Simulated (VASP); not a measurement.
## HPt6S12 (a cell with a defect): single point with PBE+D3(BJ)

System: HPt6S12 (a cell with a defect).

```
Pt S H
1.0
     0.00000   -6.20647    0.00000
     5.37496    3.10324    0.00000
     0.00000    0.00000    9.32455
Pt S H
6 12 1
Direct
  0.66498 0.33300 0.99268
  0.67085 0.33722 0.50743
  0.00114 0.99687 0.99270
  0.00540 0.00263 0.50739
  0.32444 0.65632 0.99316
  0.34047 0.67227 0.50778
  0.33107 0.32982 0.12431
  0.33769 0.33736 0.63580
  0.66962 0.00148 0.11639
  0.67669 0.00844 0.63910
  0.99793 0.66290 0.12431
  0.00559 0.66955 0.63579
  0.67043 0.66950 0.37742
  0.66315 0.66311 0.86438
  0.99948 0.33128 0.37648
  0.99379 0.32565 0.85878
  0.33771 0.00224 0.37744
  0.33121 0.99501 0.86439
  0.78241 0.11420 0.25373
```

```
Program                : VASP 6.6.1
Task                   : single point
Functional             : PBE
Dispersion             : D3(BJ)
Potentials or basis    : VASP PAW PBE potentials, release 64 (Pt, S, H)
Cutoff                 : 520 eV
k mesh                 : 4 × 4 × 3
Occupations            : gaussian, width 0.1 eV
Spin                   : no spin polarisation
Dipole correction      : no
Further INCAR settings : LREAL = Auto; ALGO = Normal; EDIFF = 1e-06; NBANDS = 82
```

```json
{"Pressure": "1.2 GPa", "Largest force": "0.190 eV/Å", "Band gap on the k mesh": "zero (an odd number of electrons rules out a gap without spin polarisation)", "Dispersion energy per atom": "-0.437 eV"}
```

Forces in eV/Å, atoms in the order of the input:
```
Pt  -0.015  0.005 -0.003
Pt   0.001  0.002 -0.002
Pt  -0.018  0.008 -0.006
Pt  -0.001 -0.006  0.003
Pt  -0.029  0.021 -0.020
Pt   0.007 -0.002  0.002
S   -0.013  0.009 -0.052
S   -0.002  0.002 -0.041
S    0.009 -0.005  0.035
S    0.014 -0.005 -0.020
S   -0.013  0.006 -0.052
S   -0.004  0.002 -0.040
S   -0.005  0.003  0.042
S   -0.015  0.008  0.045
S   -0.029  0.017  0.022
S   -0.032  0.018  0.024
S   -0.004  0.002  0.040
S   -0.014  0.009  0.044
H    0.164 -0.094 -0.020
```

Stress tensor (GPa, compression positive):
```
 1.89 -0.77  0.55
-0.77  1.01 -0.32
 0.55 -0.32  0.72
```

Levels at points of the mesh, in eV from the Fermi level:
| k point | band 64 | band 65 | band 66 | band 67 | band 68 | band 69 |
| --- | --- | --- | --- | --- | --- | --- |
| (0.00, 0.00, 0.00) | -1.78 | -1.70 | -0.33 | -0.20 | -0.06 | 0.05 |
| (0.50, 0.00, 0.00) | -1.70 | -1.05 | -0.89 | -0.34 | -0.02 | 0.40 |
| (0.00, 0.50, 0.00) | -1.70 | -1.05 | -0.89 | -0.34 | -0.02 | 0.40 |
| (0.50, 0.50, 0.00) | -1.67 | -1.10 | -0.81 | -0.16 | -0.10 | 0.04 |

Wall time 13 min on 1 thread of Intel(R) Xeon(R) 6975P-C (Granite Rapids), on a shared host, peak memory 0.66 GiB.

Caveat: spin-orbit coupling is left out, which moves the levels of the heavy elements.
